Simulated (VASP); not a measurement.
# CuI (Cmcm) in VASP: notebook

CuI is run at these levels: PBE; tasks: electric field gradients.

All numbers are computed with VASP 6.6.1; they aren't measurements. Logs are shortened: lines on timing, memory, paths and dates and some standing lists are left out, and cuts for length are marked.

## Step 1: The cell of the first run

It takes space group Cmcm (No. 63, orthorhombic). Conventional cell: a = 7.565 Å, b = 7.520 Å, c = 4.364 Å, α = 90.00°, β = 90.00°, γ = 90.00°. Within 3.3 Å of Cu (site symmetry m2m) lie 2 Cu at 2.49 Å and 3 I at 2.61 to 2.63 Å. Within 3.4 Å of I (site symmetry m2m) lie 3 Cu at 2.61 to 2.63 Å.

## Step 2: Electric field gradients, PBE (31.03 Å³/atom)

Contents of INCAR:

```
ALGO = Normal ; EDIFF = 1E-8
ENCUT = 520 ; GGA = PE
ISIF = 2 ; ISMEAR = -1
LASPH = True ; LCHARG = False
LEFG = True ; LREAL = False
LWAVE = False ; NBANDS = 26
NELM = 80 ; PREC = Accurate
SIGMA = 0.02
```

Contents of KPOINTS:

```
k-points
0
Gamma
  5 5 6
```

Contents of POSCAR:

```
CuI
1.0
    3.7822938498     -3.7599220542      0.0000000000
    3.7822938498      3.7599220542      0.0000000000
    0.0000000000      0.0000000000      4.3636751916
Cu I
2 2
Direct
    0.4204388300      0.5795611700      0.7500000000
    0.5795611700      0.4204388300      0.2500000000
    0.7700426800      0.2299573200      0.7500000000
    0.2299573200      0.7700426800      0.2500000000
```

Potentials or basis: VASP PAW PBE potentials, release 64 (Cu, I).

Run with:

```
> cat potpaw_PBE.64/Cu/POTCAR potpaw_PBE.64/I/POTCAR > POTCAR
> mpirun -np 1 vasp_std > vasp.out
```

OUTCAR:

```text
EDIFF = 1E-8
   ENCUT = 520
   GGA = PE
   ISIF = 2
   ISMEAR = -1
   LASPH = True
   LREAL = False
   NELM = 80
   PREC = Accurate

 ion  position               nearest neighbor table
   1  0.420  0.580  0.750-   2 2.49   2 2.49   4 2.61   4 2.61   3 2.63
   2  0.580  0.420  0.250-   1 2.49   1 2.49   3 2.61   3 2.61   4 2.63
   3  0.770  0.230  0.750-   2 2.61   2 2.61   1 2.63
   4  0.230  0.770  0.250-   1 2.61   1 2.61   2 2.63

  LATTYP: Found a base centered orthorhombic cell.
 ALAT       =     7.5198441084
 B/A-ratio  =     1.0059500690
 C/A-ratio  =     0.5802879859

  Lattice vectors:

 A1 = (  -3.7822938498,  -3.7599220542,   0.0000000000)
 A2 = (   3.7822938498,  -3.7599220542,   0.0000000000)
 A3 = (   0.0000000000,   0.0000000000,   4.3636751916)

Analysis of symmetry for initial positions (statically):
=====================================================================
 Subroutine PRICEL returns:
 Original cell was already a primitive cell.

 Routine SETGRP: Setting up the symmetry group for a
 base centered orthorhombic supercell.

 Subroutine GETGRP returns: Found  8 space group operations
 (whereof  4 operations were pure point group operations)
 out of a pool of  8 trial point group operations.

The static configuration has the point symmetry C_2h.
 The point group associated with its full space group is D_2h.

Analysis of symmetry for dynamics (positions and initial velocities):
=====================================================================
 Subroutine PRICEL returns:
 Original cell was already a primitive cell.

 Routine SETGRP: Setting up the symmetry group for a
 base centered orthorhombic supercell.

 Subroutine GETGRP returns: Found  8 space group operations
 (whereof  4 operations were pure point group operations)
 out of a pool of  8 trial point group operations.

The dynamic configuration has the point symmetry C_2h.
 The point group associated with its full space group is D_2h.

 Subroutine INISYM returns: Found  8 space group operations
 (whereof  4 operations are pure point group operations),
 and found     1 'primitive' translations

----------------------------------------------------------------------------------------

                                     Primitive cell

  volume of cell :     124.1128

  direct lattice vectors                    reciprocal lattice vectors
     3.782293850 -3.759922054  0.000000000     0.132194911 -0.132981480  0.000000000
     3.782293850  3.759922054  0.000000000     0.132194911  0.132981480  0.000000000
     0.000000000  0.000000000  4.363675192     0.000000000  0.000000000  0.229164628

  length of vectors
     5.333175472  5.333175472  4.363675192     0.187508849  0.187508849  0.229164628

  position of ions in fractional coordinates (direct lattice)
     0.420438830  0.579561170  0.750000000
     0.579561170  0.420438830  0.250000000
     0.770042680  0.229957320  0.750000000
     0.229957320  0.770042680  0.250000000

  ion indices of the primitive-cell ions
   primitive index   ion index
                 1           1
                 2           2
                 3           3
                 4           4

----------------------------------------------------------------------------------------

 KPOINTS: k-points

Automatic generation of k-mesh.
 Grid dimensions read from file:
 generate k-points for:    5    5    6

 Generating k-lattice:

  Cartesian coordinates                     Fractional coordinates (reciprocal lattice)
     0.026438982 -0.026596296  0.000000000     0.200000000 -0.000000000  0.000000000
     0.026438982  0.026596296  0.000000000    -0.000000000  0.200000000  0.000000000
     0.000000000  0.000000000  0.038194105     0.000000000  0.000000000  0.166666667

  Length of vectors
     0.037501770  0.037501770  0.038194105

  Shift w.r.t. Gamma in fractional coordinates (k-lattice)
     0.000000000  0.000000000  0.000000000

 Subroutine IBZKPT returns following result:
 ===========================================

 Found     36 irreducible k-points:

 Following reciprocal coordinates:
            Coordinates               Weight
  0.000000  0.000000  0.000000      1.000000
  0.200000  0.000000  0.000000      4.000000
  0.400000  0.000000  0.000000      4.000000
  0.200000  0.200000  0.000000      2.000000
  0.400000  0.200000  0.000000      4.000000
 -0.400000  0.200000  0.000000      4.000000
[... 16 lines left out ...]
  0.400000  0.200000  0.333333      8.000000
 -0.400000  0.200000  0.333333      8.000000
 [... further k-points ...]
   k-points           NKPTS =     36   k-points in BZ     NKDIM =     36   number of bands    NBANDS=     26
   number of dos      NEDOS =    301   number of ions     NIONS =      4
   total plane-waves  NPLWV =  51200
   dimension x,y,z NGX =    40 NGY =   40 NGZ =   32
   dimension x,y,z NGXF=    80 NGYF=   80 NGZF=   64
   ions per type =               2   2
   NGX,Y,Z   is equivalent  to a cutoff of  12.47, 12.47, 12.19 a.u.
   NGXF,Y,Z  is equivalent  to a cutoff of  24.94, 24.94, 24.38 a.u.
 SYSTEM =  unknown system
   PREC   = accura    normal or accurate (medium, high low for compatibility)
   ISTART =      0    job   : 0-new  1-cont  2-samecut
   ICHARG =      2    charge: 1-file 2-atom 10-const
   ISPIN  =      1    spin polarized calculation?
   LNONCOLLINEAR =      F non collinear calculations
   LSORBIT =      F    spin-orbit coupling
   LASPH  =      T    aspherical Exc in radial PAW
   ENCUT  =  520.0 eV  38.22 Ry    6.18 a.u.   9.92  9.92  8.11*2*pi/ulx,y,z
   NELM   =     80;   NELMIN=  2; NELMDL= -5     # of ELM steps
   EDIFF  = 0.1E-07   stopping-criterion for ELM
   LREAL  =      F    real-space projection
   EDIFFG = 0.1E-06   stopping-criterion for IOM
   NSW    =      0    number of steps for IOM
   IBRION =     -1    ionic relax: 0-MD 1-quasi-New 2-CG
   NFREE  =      0    steps in history (QN), initial steepest desc. (CG)
   ISIF   =      2    stress and relaxation
   ISYM   =      2    0-nonsym 1-usesym 2-fastsym
   POTIM  = 0.5000    time-step for ionic-motion
   TEBEG  =    0.0;   TEEND  =   0.0 temperature during run
   PSTRESS=    0.0 pullay stress
   NELECT =      36.0000    total number of electrons
   NUPDOWN=      -1.0000    fix difference up-down
   EMIN   =  10.00;   EMAX   =-10.00  energy-range for DOS
   EFERMI =   0.00;   METHOD = LEGACY
   ISMEAR =    -1;   SIGMA  =   0.02  broadening in eV -4-tet -1-fermi 0-gaus
   EFERMI_NEDOS =   21; number of points for ismear=-14 and -15
   IALGO  =     38    algorithm
   IMIX   =      4    mixing-type and parameters
     AMIX     =   0.40;   BMIX     =  1.00
     AMIX_MAG =   1.60;   BMIX_MAG =  1.00
  volume/ion in A,a.u.               =      31.03       209.39
  Fermi-wavevector in a.u.,A,eV,Ry     =   1.083686  2.047870 15.978349  1.174375
  Thomas-Fermi vector in A             =   2.219758
   LORBIT       =      0    0 simple, 1 ext, 2 COOP (PROOUT), +10 PAW based schemes
   GGA     = PE    functional components
   LHFCALC =     F    Hartree Fock is set to
   AEXX    =    0.0000 exact exchange contribution
   IVDW    =     0    specifies the selected vdW correction
   LEPSILON=     F    determine dielectric tensor
   LRPA    =     F    only Hartree local field effects (RPA)
 non-spin polarized calculation
  energy-cutoff  :      520.00
  volume of cell :      124.11
 maximum number of plane-waves:      3368
   NGX = 19   NGY = 19   NGZ = 17

 number of electron      35.9999966 magnetization

 Free energy of the ion-electron system (eV)
  ---------------------------------------------------
  ext. energy  EPLUGINS =         0.00000000
  ---------------------------------------------------
  free energy    TOTEN  =       -10.94348596 eV

  energy without entropy =      -10.94348596  energy(sigma->0) =      -10.94348596

 E-fermi :   3.8641     XC(G=0):  -8.4120

 val. band max:        3.4385183535   @ k =   0.0000   0.0000   0.0000
 cond. band min:       4.4355075221   @ k =   0.0000   0.0000   0.0000
 fundamental gap:      0.9969891686
 Fermi energy:         3.8641219572

 k-point     1 :       0.0000    0.0000    0.0000
  band No.  band energies     occupation
      1     -10.1968      2.00000
      2      -9.5331      2.00000
      3      -1.9025      2.00000
      4      -0.5837      2.00000
      5      -0.3716      2.00000
      6      -0.2771      2.00000
[... 685 lines left out ...]
     25      10.9909      0.00000
     26      11.4313      0.00000

 [... further k-points ...]
[... 5 lines left out ...]
  --------------------------------------------------------------------------------------
  -------------------------------------------------------------------------------------
  Total        0.4771697     -0.2725066     -0.4385472      0.0000000      0.0000000      0.0000000
  in kB        6.1598038     -3.5177993     -5.6612245      0.0000000      0.0000000      0.0000000
  external PRESSURE =      -1.0064067 kB  Pullay stress =       0.0000000 kB

 VOLUME and BASIS-vectors are now :
 -----------------------------------------------------------------------------
  energy-cutoff  :      520.00
  volume of cell :      124.11
      direct lattice vectors                 reciprocal lattice vectors
     3.782293850 -3.759922054  0.000000000     0.132194911 -0.132981480  0.000000000
     3.782293850  3.759922054  0.000000000     0.132194911  0.132981480  0.000000000
     0.000000000  0.000000000  4.363675192     0.000000000  0.000000000  0.229164628

 POSITION                                       TOTAL-FORCE (eV/Angst)
 -----------------------------------------------------------------------------------
      3.78229      0.59829      3.27276         0.000000      0.044336     -0.000000
      3.78229     -0.59829      1.09092         0.000000     -0.044336      0.000000
      3.78229     -2.03068      3.27276         0.000000      0.161658      0.000000
      3.78229      2.03068      1.09092         0.000000     -0.161658      0.000000
 -----------------------------------------------------------------------------------
    total drift:                                0.000000     -0.000000      0.000000

  FREE ENERGIE OF THE ION-ELECTRON SYSTEM (eV)
  ---------------------------------------------------
  free  energy   TOTEN  =       -10.9434859591 eV

  energy  without entropy=      -10.9434859591  energy(sigma->0) =      -10.94348596

 Electric field gradients (V/A^2)
---------------------------------------------------------------------
 ion       V_xx      V_yy      V_zz      V_xy      V_xz      V_yz
---------------------------------------------------------------------
   1      47.829   -12.323   -35.506     0.000    -0.000     0.000
   2      47.829   -12.323   -35.506    -0.000    -0.000     0.000
   3    -416.946   308.084   108.862    -0.000     0.000    -0.000
   4    -416.946   308.084   108.862     0.000    -0.000    -0.000
---------------------------------------------------------------------

 Electric field gradients after diagonalization (V/A^2)
 (convention: |V_zz| > |V_xx| > |V_yy|)
----------------------------------------------------------------------
 ion       V_xx      V_yy      V_zz     asymmetry (V_yy - V_xx)/ V_zz
----------------------------------------------------------------------
   1     -35.506   -12.323    47.829       0.485
   2     -35.506   -12.323    47.829       0.485
   3     308.084   108.862  -416.946       0.478
   4     308.084   108.862  -416.946       0.478
----------------------------------------------------------------------

           NMR quadrupolar parameters

 Cq : quadrupolar parameter    Cq=e*Q*V_zz/h
 eta: asymmetry parameters     (V_yy - V_xx)/ V_zz
 Q  : nuclear electric quadrupole moment in mb (millibarn)
----------------------------------------------------------------------
 ion       Cq(MHz)       eta       Q (mb)
----------------------------------------------------------------------
   1       0.116       0.485       1.000
   2       0.116       0.485       1.000
   3      -1.008       0.478       1.000
   4      -1.008       0.478       1.000
----------------------------------------------------------------------
```

It took 2.9 min on 1 thread of Intel Xeon Platinum 8259CL at 2.50GHz (Skylake/Cascade Lake), shared host; peak memory 0.28 GiB.

What came out:

```yaml
Free_energy: -10.9435 eV
Pressure: -0.1 GPa
Largest_force: 0.162 eV/Å
Band_gap_on_the_k_mesh: 1.00 eV
Largest_electric_field_gradient_by_atom: Cu +47.8; I -416.9 V/Å²
```

Forces in eV/Å, atoms in the order of the input:
```
Cu   0.000  0.044  0.000
Cu   0.000 -0.044  0.000
I    0.000  0.162  0.000
I    0.000 -0.162  0.000
```

Electric field gradients, principal values (V/Å²):
| atom | least | middle | greatest (by size) |
| --- | --- | --- | --- |
| 1 Cu | -12.323 | -35.506 | 47.829 |
| 2 Cu | -12.323 | -35.506 | 47.829 |
| 3 I | 108.862 | 308.084 | -416.946 |
| 4 I | 108.862 | 308.084 | -416.946 |

Caveat: without QUAD_EFG the Cq values of the log hold for a quadrupole moment of 1 mb, not for the nuclei; spin-orbit coupling is left out, which moves the levels of the heavy elements; an odd mesh through Γ misses points on the zone boundary, where band edges can lie.

## Step 3: Electric field gradients, PBE (31.03 Å³/atom)

Contents of INCAR:

```
SYSTEM = CuI
PREC = Accurate
ENCUT = 520
EDIFF = 1E-8
ISMEAR = -1
SIGMA = 0.02
LREAL = .False.
LASPH = .True.
NELM = 80
ALGO = Normal
ISIF = 2
LWAVE = .False.
LCHARG = .False.
GGA = PE
LEFG = .True.
NBANDS = 26
```

Contents of KPOINTS:

```
regular mesh
0
Gamma
  5 5 6
  0 0 0
```

POSCAR is that of step 2.

Potentials or basis: VASP PAW PBE potentials, release 64 (Cu, I).

Run with:

```
> cat potpaw_PBE.64/Cu/POTCAR potpaw_PBE.64/I/POTCAR > POTCAR
> mpirun -np 1 vasp_std > vasp.out
```

OUTCAR:

```text
SYSTEM = CuI
   PREC = Accurate
   ENCUT = 520
   EDIFF = 1E-8
   ISMEAR = -1
   LREAL = .False.
   LASPH = .True.
   NELM = 80
   ISIF = 2
   GGA = PE

 ion  position               nearest neighbor table
   1  0.420  0.580  0.750-   2 2.49   2 2.49   4 2.61   4 2.61   3 2.63
   2  0.580  0.420  0.250-   1 2.49   1 2.49   3 2.61   3 2.61   4 2.63
   3  0.770  0.230  0.750-   2 2.61   2 2.61   1 2.63
   4  0.230  0.770  0.250-   1 2.61   1 2.61   2 2.63

  LATTYP: Found a base centered orthorhombic cell.
 ALAT       =     7.5198441084
 B/A-ratio  =     1.0059500690
 C/A-ratio  =     0.5802879859

[... 926 lines left out ...]
 ion       V_xx      V_yy      V_zz      V_xy      V_xz      V_yz
---------------------------------------------------------------------
   1      47.829   -12.323   -35.506     0.000    -0.000     0.000
   2      47.829   -12.323   -35.506    -0.000    -0.000     0.000
   3    -416.946   308.084   108.862    -0.000     0.000    -0.000
   4    -416.946   308.084   108.862     0.000    -0.000    -0.000
---------------------------------------------------------------------

 Electric field gradients after diagonalization (V/A^2)
 (convention: |V_zz| > |V_xx| > |V_yy|)
----------------------------------------------------------------------
 ion       V_xx      V_yy      V_zz     asymmetry (V_yy - V_xx)/ V_zz
----------------------------------------------------------------------
   1     -35.506   -12.323    47.829       0.485
   2     -35.506   -12.323    47.829       0.485
   3     308.084   108.862  -416.946       0.478
   4     308.084   108.862  -416.946       0.478
----------------------------------------------------------------------

           NMR quadrupolar parameters

 Cq : quadrupolar parameter    Cq=e*Q*V_zz/h
 eta: asymmetry parameters     (V_yy - V_xx)/ V_zz
 Q  : nuclear electric quadrupole moment in mb (millibarn)
----------------------------------------------------------------------
 ion       Cq(MHz)       eta       Q (mb)
----------------------------------------------------------------------
   1       0.116       0.485       1.000
   2       0.116       0.485       1.000
   3      -1.008       0.478       1.000
   4      -1.008       0.478       1.000
----------------------------------------------------------------------
```

stdout:

```text
POSCAR found type information on POSCAR CuI
 POSCAR found :  2 types and       4 ions
 scaLAPACK will be used
 LDA part: xc-table for (Slater+PW92), standard interpolation
 POSCAR, INCAR and KPOINTS ok, starting setup
 FFT: planning ... GRIDC
 FFT: planning ... GRID_SOFT
 FFT: planning ... GRID
 WAVECAR not read
 entering main loop
ion   1

ion   2

ion   3

ion   4
```

Run time: 2.3 min. Hardware: 1 thread of Intel Xeon Platinum 8259CL at 2.50GHz (Skylake/Cascade Lake), shared host; peak memory 0.28 GiB.

Results:

```yaml
Free_energy: -10.9435 eV
Pressure: -0.1 GPa
Largest_force: 0.162 eV/Å
Band_gap_on_the_k_mesh: 1.00 eV
Largest_electric_field_gradient_by_atom: Cu +47.8; I -416.9 V/Å²
```

Forces in eV/Å, atoms in the order of the input:
```
Cu   0.000  0.044  0.000
Cu   0.000 -0.044  0.000
I    0.000  0.162  0.000
I    0.000 -0.162  0.000
```

Levels at points of the mesh, in eV from the valence-band top:
| k point | band 15 | band 16 | band 17 | band 18 | band 19 | band 20 | band 21 | band 22 |
| --- | --- | --- | --- | --- | --- | --- | --- | --- |
| (0.00, 0.00, 0.00) | -1.66 | -1.38 | -0.86 | 0.00 | 1.00 | 1.92 | 2.46 | 4.67 |
| (0.00, 0.00, 0.50) | -1.67 | -1.67 | -1.50 | -1.50 | 3.55 | 3.55 | 3.91 | 3.91 |

Electric field gradients, principal values (V/Å²):
```
atom    least   middle  greatest (by size)
1 Cu  -12.323  -35.506              47.829
2 Cu  -12.323  -35.506              47.829
 3 I  108.862  308.084            -416.946
 4 I  108.862  308.084            -416.946
```

Caveat: without QUAD_EFG the Cq values of the log hold for a quadrupole moment of 1 mb, not for the nuclei; spin-orbit coupling is left out, which moves the levels of the heavy elements; an odd mesh through Γ misses points on the zone boundary, where band edges can lie.
